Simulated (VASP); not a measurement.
# ZrPdSe4 (P6/mmm) in VASP: further runs, part 2 of 2

VASP 6.6.1. The steps go on from the part before.

### Step 3. Single point, PBE

This run uses another cell than the first one, of 21.10 Å³/atom.

File INCAR:

```
ALGO = Normal
EDIFF = 1E-7
ENCUT = 520
GGA = PE
ISIF = 2
ISMEAR = 0
LASPH = True
LCHARG = True
LELF = True
LREAL = False
LVHAR = True
LWAVE = False
NBANDS = 32
NELM = 80
PREC = Accurate
SIGMA = 0.1
```

File KPOINTS:

```
k-points
0
Gamma
  6 6 2
```

File POSCAR:

```
ZrPdSe4
1.0
    4.0894125600      0.0000000000      0.0000000000
   -2.0447062800      3.5415351600      0.0000000000
    0.0000000000      0.0000000000      8.7423174300
Zr Pd Se
1 1 4
Direct
    0.0000000000      0.0000000000      0.0000000000
    0.0000000000      0.0000000000      0.5000000000
    0.3333333300      0.6666666700      0.7407687300
    0.3333333300      0.6666666700      0.2592312700
    0.6666666700      0.3333333300      0.7407687300
    0.6666666700      0.3333333300      0.2592312700
```

Potentials or basis: VASP PAW PBE potentials, release 64 (Zr_sv, Pd, Se).

Launch:

```bash
$ cat potpaw_PBE.64/Zr_sv/POTCAR potpaw_PBE.64/Pd/POTCAR potpaw_PBE.64/Se/POTCAR > POTCAR
$ mpirun -np 1 vasp_std > vasp.out
```

OUTCAR:

```text
EDIFF = 1E-7
   ENCUT = 520
   GGA = PE
   ISIF = 2
   ISMEAR = 0
   LASPH = True
   LREAL = False
   NELM = 80
   PREC = Accurate

 ion  position               nearest neighbor table
   1  0.000  0.000  0.000-   3 3.27   4 3.27   5 3.27   6 3.27   3 3.27   4 3.27   5 3.27   6 3.27
                             5 3.27   6 3.27   3 3.27   4 3.27
   2  0.000  0.000  0.500-
   3  0.333  0.667  0.741-   5 2.36   5 2.36   5 2.36   1 3.27   1 3.27   1 3.27
   4  0.333  0.667  0.259-   6 2.36   6 2.36   6 2.36   1 3.27   1 3.27   1 3.27
   5  0.667  0.333  0.741-   3 2.36   3 2.36   3 2.36   1 3.27   1 3.27   1 3.27
   6  0.667  0.333  0.259-   4 2.36   4 2.36   4 2.36   1 3.27   1 3.27   1 3.27

  LATTYP: Found a hexagonal cell.
 ALAT       =     4.0894125600
 C/A-ratio  =     2.1377929719

  Lattice vectors:

 A1 = (   4.0894125600,   0.0000000000,   0.0000000000)
 A2 = (  -2.0447062800,   3.5415351600,   0.0000000000)
 A3 = (   0.0000000000,   0.0000000000,   8.7423174300)

Analysis of symmetry for initial positions (statically):
=====================================================================
 Subroutine PRICEL returns:
 Original cell was already a primitive cell.

 Routine SETGRP: Setting up the symmetry group for a
 hexagonal supercell.

 Subroutine GETGRP returns: Found 24 space group operations
 (whereof 24 operations were pure point group operations)
 out of a pool of 24 trial point group operations.

The static configuration has the point symmetry D_6h.

Analysis of symmetry for dynamics (positions and initial velocities):
=====================================================================
 Subroutine PRICEL returns:
 Original cell was already a primitive cell.

 Routine SETGRP: Setting up the symmetry group for a
 hexagonal supercell.

 Subroutine GETGRP returns: Found 24 space group operations
[... 119 lines left out ...]
     AMIX     =   0.40;   BMIX     =  1.00
     AMIX_MAG =   1.60;   BMIX_MAG =  1.00
  volume/ion in A,a.u.               =      21.10       142.40
  Fermi-wavevector in a.u.,A,eV,Ry     =   1.168157  2.207496 18.566374  1.364590
  Thomas-Fermi vector in A             =   2.304647
   LORBIT       =      0    0 simple, 1 ext, 2 COOP (PROOUT), +10 PAW based schemes
   GGA     = PE    functional components
   LHFCALC =     F    Hartree Fock is set to
   AEXX    =    0.0000 exact exchange contribution
   IVDW    =     0    specifies the selected vdW correction
   LEPSILON=     F    determine dielectric tensor
   LRPA    =     F    only Hartree local field effects (RPA)
 non-spin polarized calculation
 Gauss-broadening in eV      SIGMA  =   0.10
  energy-cutoff  :      520.00
  volume of cell :      126.61
 maximum number of plane-waves:      3440
   NGX = 15   NGY = 15   NGZ = 33

 number of electron      45.9999996 magnetization

 Free energy of the ion-electron system (eV)
  ---------------------------------------------------
  ext. energy  EPLUGINS =         0.00000000
  ---------------------------------------------------
  free energy    TOTEN  =       -22.28690739 eV

  energy without entropy =      -22.26429807  energy(sigma->0) =      -22.27560273

 E-fermi :   7.0916     XC(G=0): -10.5328

 val. band max:        7.0879116387   @ k =   0.0000   0.0000   0.0000
 cond. band min:       7.0950732115   @ k =   0.5000   0.0000   0.0000
 fundamental gap:      0.0071615729
 Fermi energy:         7.0916422572

 k-point     1 :       0.0000    0.0000    0.0000
  band No.  band energies     occupation
      1     -43.3904      2.00000
      2     -21.3652      2.00000
      3     -21.3652      2.00000
      4     -21.3024      2.00000
      5     -10.7688      2.00000
      6     -10.6106      2.00000
[... 479 lines left out ...]
     31      10.6552      0.00000
     32      11.0509      0.00000

------------------------ aborting loop because EDIFF is reached ----------------------------------------

  FORCE on cell =-STRESS in cart. coord.  units (eV):
  Direction    XX          YY          ZZ          XY          YZ          ZX
  --------------------------------------------------------------------------------------
  -------------------------------------------------------------------------------------
  Total       18.5490014     18.5490014     -8.7031331     -0.0000000      0.0000000     -0.0000000
  in kB      234.7210618    234.7210613   -110.1303838     -0.0000000      0.0000000     -0.0000000
  external PRESSURE =     119.7705798 kB  Pullay stress =       0.0000000 kB

 VOLUME and BASIS-vectors are now :
 -----------------------------------------------------------------------------
  energy-cutoff  :      520.00
  volume of cell :      126.61
      direct lattice vectors                 reciprocal lattice vectors
     4.089412560  0.000000000  0.000000000     0.244533900  0.141181713  0.000000000
    -2.044706280  3.541535160  0.000000000     0.000000000  0.282363426  0.000000000
     0.000000000  0.000000000  8.742317430     0.000000000  0.000000000  0.114386146

 POSITION                                       TOTAL-FORCE (eV/Angst)
 -----------------------------------------------------------------------------------
      0.00000      0.00000      0.00000         0.000000     -0.000000      0.000000
      0.00000      0.00000      4.37116         0.000000     -0.000000      0.000000
     -0.00000      2.36102      6.47604        -0.000000     -0.000000      0.592538
     -0.00000      2.36102      2.26628        -0.000000      0.000000     -0.592538
      2.04471      1.18051      6.47604         0.000000      0.000000      0.592538
      2.04471      1.18051      2.26628         0.000000      0.000000     -0.592538
 -----------------------------------------------------------------------------------
    total drift:                                0.000000      0.000000      0.000000

  FREE ENERGIE OF THE ION-ELECTRON SYSTEM (eV)
  ---------------------------------------------------
  free  energy   TOTEN  =       -22.2869073866 eV

  energy  without entropy=      -22.2642980661  energy(sigma->0) =      -22.27560273
```

OSZICAR:

```text
N       E                     dE             d eps       ncg     rms          rms(c)
DAV:   1     0.308250540791E+03    0.30825E+03   -0.21633E+04   896   0.132E+03
DAV:   2    -0.243120809516E+01   -0.31068E+03   -0.29487E+03  1056   0.287E+02
DAV:   3    -0.234142668929E+02   -0.20983E+02   -0.20323E+02  1320   0.667E+01
DAV:   4    -0.242010221669E+02   -0.78676E+00   -0.78357E+00  1248   0.108E+01
DAV:   5    -0.242117502091E+02   -0.10728E-01   -0.10721E-01  1224   0.120E+00    0.171E+01
DAV:   6    -0.252226190532E+02   -0.10109E+01   -0.15301E+01  1016   0.168E+01    0.183E+01
DAV:   7    -0.231813212325E+02    0.20413E+01   -0.34876E+01  1088   0.208E+01    0.911E+00
DAV:   8    -0.224801759934E+02    0.70115E+00   -0.17131E+00   968   0.796E+00    0.387E+00
DAV:   9    -0.223013572224E+02    0.17882E+00   -0.45042E-01  1040   0.283E+00    0.136E+00
DAV:  10    -0.222903761173E+02    0.10981E-01   -0.48463E-02  1216   0.103E+00    0.954E-01
DAV:  11    -0.222888914167E+02    0.14847E-02   -0.16759E-02  1056   0.674E-01    0.367E-01
DAV:  12    -0.222870089113E+02    0.18825E-02   -0.11441E-02  1024   0.567E-01    0.821E-02
DAV:  13    -0.222869290354E+02    0.79876E-04   -0.96017E-04  1016   0.160E-01    0.480E-02
DAV:  14    -0.222869095141E+02    0.19521E-04   -0.14773E-04  1072   0.554E-02    0.127E-02
DAV:  15    -0.222869080269E+02    0.14872E-05   -0.34870E-05  1024   0.312E-02    0.832E-03
DAV:  16    -0.222869077945E+02    0.23244E-06   -0.54074E-06  1032   0.129E-02    0.346E-03
DAV:  17    -0.222869074421E+02    0.35242E-06   -0.42101E-07   944   0.373E-03    0.164E-03
DAV:  18    -0.222869073866E+02    0.55466E-07   -0.13858E-07   568   0.203E-03
   1 F= -.22286907E+02 E0= -.22275603E+02  d E =-.226093E-01
```

Wall time 34 s (1 thread of AMD EPYC 9R45 (Zen 5), shared host); peak memory 0.24 GiB.

Results:

* Free energy: -22.2869 eV
* Pressure: 12.0 GPa
* Largest force: 0.593 eV/Å
* Band gap on the k mesh: zero (bands 23 and 24 overlap by 1.45 eV)

Forces in eV/Å, atoms in the order of the input:
```
Zr   0.000  0.000  0.000
Pd   0.000  0.000  0.000
Se   0.000  0.000  0.593
Se   0.000  0.000 -0.593
Se   0.000  0.000  0.593
Se   0.000  0.000 -0.593
```

Stress tensor (GPa, compression positive):
```
 23.47   0.00   0.00
  0.00  23.47   0.00
  0.00   0.00 -11.01
```

Levels at points of the mesh, in eV from the Fermi level:
```csv
k point,band 19,band 20,band 21,band 22,band 23,band 24,band 25,band 26,band 27,band 28
"(0.00, 0.00, 0.00)",-1.64,-1.26,-1.21,-1.21,-0.83,-0.83,-0.22,0.00,0.00,0.22
"(0.50, 0.00, 0.00)",-1.33,-1.24,-1.08,0.00,0.62,1.06,1.37,1.76,1.78,2.52
"(0.00, 0.00, 0.50)",-1.91,-1.58,-1.58,-1.10,-0.07,-0.07,0.08,0.08,0.15,0.15
"(0.50, 0.00, 0.50)",-1.30,-1.08,-0.85,0.40,0.42,1.04,1.05,1.46,2.45,2.45
```

Caveat: the cell stands under pressure.
